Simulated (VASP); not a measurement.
Input of a VASP 6.6.1 run:

INCAR

```
PREC = Accurate
ENCUT = 600
EDIFF = 1E-6
ISMEAR = -1
SIGMA = 0.05
LREAL = F
LASPH = T
NELM = 100
ALGO = Normal
ISIF = 3
LWAVE = F
LCHARG = F
GGA = RP
IVDW = 12
IBRION = 2
NSW = 60
EDIFFG = -0.01
```

File KPOINTS:

```
Automatic mesh
0
Gamma
  7 7 5
```

POSCAR

```
Te
1.0
    4.4540000000      0.0000000000      0.0000000000
   -2.2270000000      3.8572771485      0.0000000000
    0.0000000000      0.0000000000      5.9240000000
Te
3
Direct
    0.7310000000      0.7310000000      0.0000000000
    0.0000000000      0.2690000000      0.6666666667
    0.2690000000      0.0000000000      0.3333333333
```

Potentials or basis: VASP PAW PBE potentials, release 64 (Te).

Command:

```console
$ cat potpaw_PBE.64/Te/POTCAR > POTCAR
$ mpirun -np 1 vasp_std > vasp.out
```

Q: Estimate the dispersion energy per atom.

A: -3.721 eV.

Q: What does it give for the band gap on the k mesh?

A: Zero (bands 9 and 10 overlap by 6.07 eV).

Step by step:
```tsv
step	energy change (eV)	largest force (eV/Å)	pressure (GPa)	volume (Å³)
1	0.0000	0.1500	-9.79	101.78
2	-0.3900	2.9807	12.02	74.20
3	-0.6870	1.7463	0.01	83.44
4	-1.1350	1.1450	2.26	76.50
5	-1.2855	0.5334	10.25	68.27
6	-1.5782	0.1288	3.81	69.71
7	-1.8191	0.3002	-4.51	71.93
8	-1.9437	0.3906	-4.55	69.96
9	-1.9903	0.4383	-4.18	68.74
10	-2.0583	0.3213	-3.37	66.20
11	-2.2998	0.3384	2.28	60.79
12	-2.2508	0.3466	6.94	58.92
13	-2.2966	0.3425	3.38	60.26
14	-2.3004	0.3395	2.75	60.55
15	-2.3177	0.2364	-0.17	61.48
16	-2.3152	0.2779	0.63	61.19
17	-2.3181	0.2556	0.08	61.37
18	-2.3182	0.2504	-0.01	61.41
19	-2.3250	0.2438	0.06	61.34
20	-2.3439	0.2141	0.32	61.16
21	-2.3722	0.1458	0.95	60.78
22	-2.3822	0.1438	2.69	60.03
23	-2.3884	0.0622	1.54	60.43
24	-2.3900	0.0277	2.01	60.23
25	-2.3945	0.0598	1.10	60.60
26	-2.3962	0.1008	-0.01	61.06
27	-2.3963	0.0941	0.17	60.99
28	-2.3983	0.0922	0.09	61.03
29	-2.4006	0.0867	-0.04	61.12
30	-2.4006	0.0860	-0.05	61.13
31	-2.4011	0.0795	-0.04	61.12
32	-2.4022	0.0602	-0.01	61.09
33	-2.4035	0.0217	0.09	61.05
34	-2.4024	0.0512	0.33	60.95
35	-2.4036	0.0001	0.18	61.02
36	-2.4034	0.0034	-0.44	61.26
37	-2.4037	0.0008	0.01	61.08
```

Caveat: the volume moved by over 15 % at a fixed basis, so the end points are rough; the PAW data sets were made with another functional, which shifts forces and pressure a little; spin-orbit coupling is left out, which moves the levels of the heavy elements.
